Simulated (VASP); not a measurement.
**Bi2Cl: single point with PBE**

Crystal: Bi2Cl.

```
Bi Cl
1.0
    -2.17474    2.17474    4.83616
     2.17474   -2.17474    4.83616
     2.17474    2.17474   -4.83616
Bi Cl
2 1
Direct
  0.69302 0.69302 0.00000
  0.30698 0.30698 0.00000
  0.00000 0.00000 0.00000
```

```
Program                : VASP 6.6.1
Task                   : single point
Functional             : PBE
Potentials or basis    : VASP PAW PBE potentials, release 64 (Bi_d, Cl)
Cutoff                 : 520 eV
k mesh                 : 6 × 6 × 6
Occupations            : gaussian, width 0.1 eV
Spin                   : no spin polarisation
Dipole correction      : no
Further INCAR settings : ALGO = Normal; EDIFF = 1e-07; NBANDS = 26
```

```yaml
Pressure: 0.0 GPa
Largest_force: 0.008 eV/Å
Band_gap_on_the_k_mesh: zero (an odd number of electrons rules out a gap without spin polarisation)
```

Forces on the atoms (eV/Å):
```
Bi   0.000  0.000  0.008
Bi   0.000  0.000 -0.008
Cl   0.000  0.000  0.000
```

Stress tensor (GPa, compression positive):
```
-0.07  0.00  0.00
 0.00 -0.07  0.00
 0.00  0.00  0.15
```

Levels at points of the mesh, in eV from the Fermi level:
```tsv
k point	band 17	band 18	band 19	band 20	band 21	band 22
(0.00, 0.00, 0.00)	-1.71	-1.71	-1.39	2.91	3.42	3.42
(0.50, 0.00, 0.00)	-1.43	-0.81	0.07	0.70	1.74	2.03
(0.50, 0.50, 0.00)	-3.93	-1.90	-1.18	2.70	3.00	3.27
(0.50, 0.50, 0.50)	-1.11	-0.76	-0.76	2.45	3.42	4.02
```

Run time: 2.5 min on 1 thread of Oxide Virtual Turin-like Processor, on a shared host, peak memory 0.29 GiB.

Caveat: spin-orbit coupling is left out, which moves the levels of the heavy elements.
